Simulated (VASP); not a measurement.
# SnSe (Fm-3m) in VASP: single point with PBEsol

Aim: the single point of SnSe with PBEsol.

Program: VASP 6.6.1. These are calculated values, not measurements. Logs are shortened: lines on timing, memory, paths and dates and some standing lists are left out, and cuts for length are marked.

## 1. The cell of the first run

It takes space group Fm-3m (No. 225, cubic). The conventional cell has a = 5.946 Å, b = 5.946 Å, c = 5.946 Å, α = 90.00°, β = 90.00°, γ = 90.00°. Sn (site symmetry m-3m) has 6 Se at 2.97 Å within 3.9 Å. Se (site symmetry m-3m) has 6 Sn at 2.97 Å within 3.9 Å.

## 2. Single point, PBEsol

Input file INCAR:

```
PREC = Accurate
ENCUT = 520
EDIFF = 1E-6
ISMEAR = -1
SIGMA = 0.02
LREAL = F
LASPH = T
NELM = 100
ALGO = Normal
ISIF = 2
LWAVE = F
LCHARG = T
GGA = PS
LELF = T
LVHAR = T
NBANDS = 17
```

Input file KPOINTS:

```
Automatic mesh
0
Gamma
  8 8 8
```

Input file POSCAR:

```
SnSe
1.0
    0.0000000000      2.9727546659      2.9727546659
    2.9727546659      0.0000000000      2.9727546659
    2.9727546659      2.9727546659      0.0000000000
Sn Se
1 1
Direct
    0.0000000000      0.0000000000      0.0000000000
    0.5000000000      0.5000000000      0.5000000000
```

Potentials or basis: VASP PAW PBE potentials, release 64 (Sn_d, Se).

The run is started by

```console
$ cat potpaw_PBE.64/Sn_d/POTCAR potpaw_PBE.64/Se/POTCAR > POTCAR
$ mpirun -np 1 vasp_std > vasp.out
```

OUTCAR:

```text
PREC = Accurate
   ENCUT = 520
   EDIFF = 1E-6
   ISMEAR = -1
   LREAL = F
   LASPH = T
   NELM = 100
   ISIF = 2
   GGA = PS

 ion  position               nearest neighbor table
   1  0.000  0.000  0.000-   2 2.97   2 2.97   2 2.97   2 2.97   2 2.97   2 2.97
   2  0.500  0.500  0.500-   1 2.97   1 2.97   1 2.97   1 2.97   1 2.97   1 2.97

  LATTYP: Found a face centered cubic cell.
 ALAT       =     5.9455093318

  Lattice vectors:

 A1 = (   0.0000000000,   2.9727546659,   2.9727546659)
 A2 = (   2.9727546659,   0.0000000000,   2.9727546659)
 A3 = (   2.9727546659,   2.9727546659,   0.0000000000)

Analysis of symmetry for initial positions (statically):
=====================================================================
 Subroutine PRICEL returns:
 Original cell was already a primitive cell.

 Routine SETGRP: Setting up the symmetry group for a
 face centered cubic supercell.

 Subroutine GETGRP returns: Found 48 space group operations
 (whereof 48 operations were pure point group operations)
 out of a pool of 48 trial point group operations.

The static configuration has the point symmetry O_h .

Analysis of symmetry for dynamics (positions and initial velocities):
=====================================================================
 Subroutine PRICEL returns:
 Original cell was already a primitive cell.

 Routine SETGRP: Setting up the symmetry group for a
 face centered cubic supercell.

 Subroutine GETGRP returns: Found 48 space group operations
 (whereof 48 operations were pure point group operations)
 out of a pool of 48 trial point group operations.

The dynamic configuration has the point symmetry O_h .

 Subroutine INISYM returns: Found 48 space group operations
 (whereof 48 operations are pure point group operations),
 and found     1 'primitive' translations

----------------------------------------------------------------------------------------

                                     Primitive cell

  volume of cell :      52.5421

  direct lattice vectors                    reciprocal lattice vectors
     0.000000000  2.972754666  2.972754666    -0.168194169  0.168194169  0.168194169
     2.972754666  0.000000000  2.972754666     0.168194169 -0.168194169  0.168194169
     2.972754666  2.972754666  0.000000000     0.168194169  0.168194169 -0.168194169

  length of vectors
[... 72 lines left out ...]
 SYSTEM =  unknown system
   PREC   = accura    normal or accurate (medium, high low for compatibility)
   ISTART =      0    job   : 0-new  1-cont  2-samecut
   ICHARG =      2    charge: 1-file 2-atom 10-const
   ISPIN  =      1    spin polarized calculation?
   LNONCOLLINEAR =      F non collinear calculations
   LSORBIT =      F    spin-orbit coupling
   LASPH  =      T    aspherical Exc in radial PAW
   ENCUT  =  520.0 eV  38.22 Ry    6.18 a.u.   7.82  7.82  7.82*2*pi/ulx,y,z
   NELM   =    100;   NELMIN=  2; NELMDL= -5     # of ELM steps
   EDIFF  = 0.1E-05   stopping-criterion for ELM
   LREAL  =      F    real-space projection
   EDIFFG = 0.1E-04   stopping-criterion for IOM
   NSW    =      0    number of steps for IOM
   IBRION =     -1    ionic relax: 0-MD 1-quasi-New 2-CG
   NFREE  =      0    steps in history (QN), initial steepest desc. (CG)
   ISIF   =      2    stress and relaxation
   ISYM   =      2    0-nonsym 1-usesym 2-fastsym
   POTIM  = 0.5000    time-step for ionic-motion
   TEBEG  =    0.0;   TEEND  =   0.0 temperature during run
   PSTRESS=    0.0 pullay stress
   NELECT =      20.0000    total number of electrons
   NUPDOWN=      -1.0000    fix difference up-down
   EMIN   =  10.00;   EMAX   =-10.00  energy-range for DOS
   EFERMI =   0.00;   METHOD = LEGACY
   ISMEAR =    -1;   SIGMA  =   0.02  broadening in eV -4-tet -1-fermi 0-gaus
   EFERMI_NEDOS =   21; number of points for ismear=-14 and -15
   IALGO  =     38    algorithm
   IMIX   =      4    mixing-type and parameters
     AMIX     =   0.40;   BMIX     =  1.00
     AMIX_MAG =   1.60;   BMIX_MAG =  1.00
  volume/ion in A,a.u.               =      26.27       177.29
  Fermi-wavevector in a.u.,A,eV,Ry     =   1.186449  2.242064 19.152396  1.407661
  Thomas-Fermi vector in A             =   2.322622
   LORBIT       =      0    0 simple, 1 ext, 2 COOP (PROOUT), +10 PAW based schemes
   GGA     = PS    functional components
   LHFCALC =     F    Hartree Fock is set to
   AEXX    =    0.0000 exact exchange contribution
   IVDW    =     0    specifies the selected vdW correction
   LEPSILON=     F    determine dielectric tensor
   LRPA    =     F    only Hartree local field effects (RPA)
 non-spin polarized calculation
  energy-cutoff  :      520.00
  volume of cell :       52.54
 maximum number of plane-waves:      1428
   NGX = 15   NGY = 15   NGZ = 15

 number of electron      20.0000006 magnetization

 Free energy of the ion-electron system (eV)
  ---------------------------------------------------
  ext. energy  EPLUGINS =         0.00000000
  ---------------------------------------------------
  free energy    TOTEN  =        -8.98564960 eV

  energy without entropy =       -8.98564960  energy(sigma->0) =       -8.98564960

 E-fermi :   6.1084     XC(G=0):  -9.9458

 val. band max:        5.7500180098   @ k =   0.5000   0.0000   0.0000
 cond. band min:       6.4988570176   @ k =  -0.3750   0.1250   0.0000
 fundamental gap:      0.7488390078
 Fermi energy:         6.1084337338

 k-point     1 :       0.0000    0.0000    0.0000
  band No.  band energies     occupation
      1     -15.6178      2.00000
      2     -15.6178      2.00000
      3     -15.6168      2.00000
      4     -15.6168      2.00000
      5     -15.6168      2.00000
      6      -8.2758      2.00000
[... 457 lines left out ...]
      4     -15.6064      2.00000
      5     -15.6001      2.00000
      6      -7.0856      2.00000
[... 9 lines left out ...]
     16      16.6909      0.00000
     17      16.7856      0.00000

 [... further k-points ...]
[... 5 lines left out ...]
  --------------------------------------------------------------------------------------
  -------------------------------------------------------------------------------------
  Total        0.0050719      0.0050719      0.0050719      0.0000000     -0.0000000      0.0000000
  in kB        0.1546596      0.1546596      0.1546596      0.0000000     -0.0000000      0.0000000
  external PRESSURE =       0.1546596 kB  Pullay stress =       0.0000000 kB

 VOLUME and BASIS-vectors are now :
 -----------------------------------------------------------------------------
  energy-cutoff  :      520.00
  volume of cell :       52.54
      direct lattice vectors                 reciprocal lattice vectors
     0.000000000  2.972754666  2.972754666    -0.168194169  0.168194169  0.168194169
     2.972754666  0.000000000  2.972754666     0.168194169 -0.168194169  0.168194169
     2.972754666  2.972754666  0.000000000     0.168194169  0.168194169 -0.168194169

 POSITION                                       TOTAL-FORCE (eV/Angst)
 -----------------------------------------------------------------------------------
      0.00000      0.00000      0.00000        -0.000000     -0.000000      0.000000
      2.97275      2.97275      2.97275         0.000000      0.000000     -0.000000
 -----------------------------------------------------------------------------------
    total drift:                                0.000000     -0.000000     -0.000000

  FREE ENERGIE OF THE ION-ELECTRON SYSTEM (eV)
  ---------------------------------------------------
  free  energy   TOTEN  =        -8.9856495981 eV

  energy  without entropy=       -8.9856495978  energy(sigma->0) =       -8.98564960
```

OSZICAR:

```text
N       E                     dE             d eps       ncg     rms          rms(c)
DAV:   1     0.128968837776E+03    0.12897E+03   -0.99328E+03  1011   0.149E+03
DAV:   2     0.275171675198E+01   -0.12622E+03   -0.12217E+03  1100   0.343E+02
DAV:   3    -0.883984657267E+01   -0.11592E+02   -0.11493E+02  1207   0.908E+01
DAV:   4    -0.913063981013E+01   -0.29079E+00   -0.29057E+00  1168   0.152E+01
DAV:   5    -0.913938944653E+01   -0.87496E-02   -0.87493E-02  1403   0.253E+00    0.321E+00
DAV:   6    -0.899021915961E+01    0.14917E+00   -0.35045E-01  1461   0.397E+00    0.193E+00
DAV:   7    -0.898579232827E+01    0.44268E-02   -0.64632E-02  1176   0.127E+00    0.883E-01
DAV:   8    -0.898576817635E+01    0.24152E-04   -0.64164E-03  1260   0.700E-01    0.814E-02
DAV:   9    -0.898563446721E+01    0.13371E-03   -0.10783E-03  1453   0.263E-01    0.399E-02
DAV:  10    -0.898564818157E+01   -0.13714E-04   -0.99893E-05  1191   0.672E-02    0.795E-03
DAV:  11    -0.898564957410E+01   -0.13925E-05   -0.73902E-06  1381   0.207E-02    0.235E-03
DAV:  12    -0.898564959806E+01   -0.23960E-07   -0.28308E-07   655   0.737E-03
   1 F= -.89856496E+01 E0= -.89856496E+01  d E =-.279272E-09
```

stdout:

```text
POSCAR found type information on POSCAR SnSe
 POSCAR found :  2 types and       2 ions
 scaLAPACK will be used
 -----------------------------------------------------------------------------
|                                                                             |
|                                                                             |
|     You enforced a specific xc type in the INCAR file but a different       |
|     I HOPE YOU KNOW WHAT YOU ARE DOING!                                     |
|                                                                             |
 -----------------------------------------------------------------------------

 LDA part: xc-table for (Slater+PW92), standard interpolation
 POSCAR, INCAR and KPOINTS ok, starting setup
 FFT: planning ... GRIDC
 FFT: planning ... GRID_SOFT
 FFT: planning ... GRID
 WAVECAR not read
 entering main loop
```

Run time: 17 s. Hardware: 1 thread of Intel Xeon Platinum 8259CL at 2.50GHz (Skylake/Cascade Lake), shared host; peak memory 0.18 GiB.

What came out:

```yaml
Free_energy: -8.9856 eV
Pressure: 0.0 GPa
Band_gap_on_the_k_mesh: 0.75 eV, indirect (least direct gap 0.82 eV)
```

Caveat: the PAW data sets were made with another functional, which shifts forces and pressure a little; spin-orbit coupling is left out, which moves the levels of the heavy elements.
